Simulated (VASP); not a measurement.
A run of VASP 6.6.1 is set up as follows.

INCAR

```
SYSTEM = C12F
PREC = Accurate ; ENCUT = 520
EDIFF = 1E-6 ; ISMEAR = 0
SIGMA = 0.05 ; LREAL = .FALSE.
LASPH = .TRUE. ; NELM = 150
ALGO = Normal ; ISIF = 2
LWAVE = .FALSE. ; LCHARG = .FALSE.
ISPIN = 2 ; MAGMOM = 0 0 0 0 0 0 0 0 0 0 0 0 1
LORBIT = 11 ; LDIPOL = .TRUE.
IDIPOL = 3 ; DIPOL = 0.5 0.5 0.301
GGA = PE ; IVDW = 12
NBANDS = 44 ; KPAR = 4
```

The input KPOINTS:

```
regular mesh
0
G
  6 7 1
  0 0 0
```

File POSCAR:

```
C12F
1.0
    4.9311586499      0.0000000000      0.0000000000
    0.0000000000      4.0098697868      0.0000000000
    0.0000000000      0.0000000000     21.5014222695
C F
12 1
Direct
    0.2500000000      0.3776970812      0.1860342051
    0.7500000000      0.3776970812      0.1860342051
    0.0000000000      0.4720802729      0.2140334862
    0.5000000000      0.4720802729      0.2140334862
    0.0000000000      0.6609561993      0.2700645448
    0.5000000000      0.6609561993      0.2700645448
    0.2500000000      0.7503682393      0.2976235638
    0.7500000000      0.7503682393      0.2976235638
    0.2500000000      0.9412923823      0.3569251107
    0.7500000000      0.9412923823      0.3569251107
    0.0000000000      0.0234307025      0.3814362681
    0.5000000000      0.0234307025      0.3814362681
    0.1666666667      0.5234307025      0.4977076463
```

Potentials or basis: VASP PAW PBE potentials, release 64 (C, F).

Launch:

```sh
$ cat potpaw_PBE.64/C/POTCAR potpaw_PBE.64/F/POTCAR > POTCAR
$ mpirun -np 4 vasp_std > vasp.out
```

Problem. Predict the dispersion energy per atom.

Solution. -0.103 eV.

Problem. Estimate the largest force.

Solution. 3.245 eV/Å.

Forces in eV/Å, atoms in the order of the input:
```
C    0.043  0.859  1.517
C   -0.044  0.861  1.484
C    0.001 -1.589 -2.829
C    0.000 -1.522 -2.705
C    0.005  0.663  1.221
C   -0.008  0.660  1.212
C    0.002  0.190  0.227
C    0.008  0.113  0.159
C    0.063  0.146  0.430
C   -0.074  0.175  0.532
C    0.187 -0.232 -0.064
C   -0.126 -0.196 -0.314
F   -0.059 -0.129 -0.871
```
